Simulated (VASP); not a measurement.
## Hf2Pd2Se2Br2O3: single point with r2SCAN+rVV10

Hf2Pd2Se2Br2O3:

```xyz
11
Lattice="5.6515 0.0000 0.0000 -2.8258 4.8944 0.0000 0.0000 0.0000 8.1645" Properties=species:S:1:pos:R:3 pbc="T T T"
Hf    0.0000    3.2629    4.4049
Hf    2.8258    1.6314    4.4049
Pd    0.0000    3.2629    1.1717
Pd    2.8258    1.6314    1.1717
Se    0.0000    3.2629    7.0391
Se    2.8258    1.6314    7.0391
Br    0.0000    0.0000    1.1717
Br    0.0000    0.0000    5.2800
O     2.8258    0.0000    3.4131
O    -1.4129    2.4472    3.4131
O     1.4129    2.4472    3.4131
```

```json
{"Program": "VASP 6.6.1", "Task": "single point", "Functional": "r2SCAN", "Dispersion": "rVV10", "Potentials or basis": "VASP PAW PBE potentials, release 64 (Hf_pv, Pd, Se, Br, O)", "Cutoff": "520 eV", "k mesh": "4 × 4 × 3", "Occupations": "fermi-dirac, width 0.05 eV", "Spin": "no spin polarisation", "Dipole correction": "no", "Further INCAR settings": "ALGO = Normal; EDIFF = 1e-07; NBANDS = 53"}
```

- Pressure: -0.3 GPa
- Largest force: 0.148 eV/Å
- Band gap on the k mesh: zero (band 42 reaches 2.96 eV, above the bottom of band 43 at 2.87 eV)

Forces in eV/Å, atoms in the order of the input:
```
Hf   0.000  0.000 -0.148
Hf   0.000  0.000 -0.148
Pd   0.000  0.000  0.010
Pd   0.000  0.000  0.010
Se   0.000  0.000 -0.039
Se   0.000  0.000 -0.039
Br   0.000  0.000  0.001
Br   0.000  0.000  0.000
O    0.000  0.000  0.117
O    0.000  0.000  0.117
O    0.000  0.000  0.117
```

Stress tensor (GPa, compression positive):
```
-0.27  0.00  0.00
 0.00 -0.27  0.00
 0.00  0.00 -0.41
```

Levels at points of the mesh, in eV from the Fermi level:
| k point | band 40 | band 41 | band 42 | band 43 | band 44 | band 45 |
| --- | --- | --- | --- | --- | --- | --- |
| (0.00, 0.00, 0.00) | -0.06 | -0.06 | 0.04 | 0.32 | 0.32 | 1.75 |
| (0.50, 0.00, 0.00) | -0.87 | -0.45 | -0.30 | 0.06 | 0.41 | 2.60 |

Run time: 7.8 min on 1 thread of Intel(R) Xeon(R) 6975P-C (Granite Rapids), with other jobs on the host, peak memory 0.82 GiB.

Caveat: the PAW data sets were made with another functional, which shifts forces and pressure a little; spin-orbit coupling is left out, which moves the levels of the heavy elements.
